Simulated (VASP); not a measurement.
# C: single point with PBEsol

The system is C.

```
C
1.0
     0.00000    2.15499    3.39206
     1.24416    0.00000    3.39206
     1.24416    2.15499    0.00000
C
2
Direct
  0.16667 0.83333 0.16667
  0.83333 0.16667 0.83333
```

| Quantity | Value |
| --- | --- |
| Program | VASP 6.6.1 |
| Task | single point |
| Functional | PBEsol |
| Potentials or basis | VASP PAW PBE potentials, release 64 (C) |
| Cutoff | 520 eV |
| k mesh | 18 × 18 × 18 |
| Occupations | fermi-dirac, width 0.05 eV |
| Spin | no spin polarisation |

- Pressure: -8.4 GPa
- Largest force: 0.004 eV/Å

Forces in eV/Å, atoms in the order of the input:
```
C    0.000  0.004  0.000
C    0.000 -0.004  0.000
```

Stress tensor (GPa, compression positive):
```
-13.07   0.00   0.00
  0.00 -13.53   0.00
  0.00   0.00   1.34
```

It took 84 s on 1 thread of Intel(R) Xeon(R) 6975P-C (Granite Rapids), with other jobs on the host, peak memory 0.25 GiB.

Caveat: the cell stands under tension; this functional lacks dispersion, which binds the layers, so the pressure and a relaxed spacing across them are unreliable; the PAW data sets were made with another functional, which shifts forces and pressure a little.
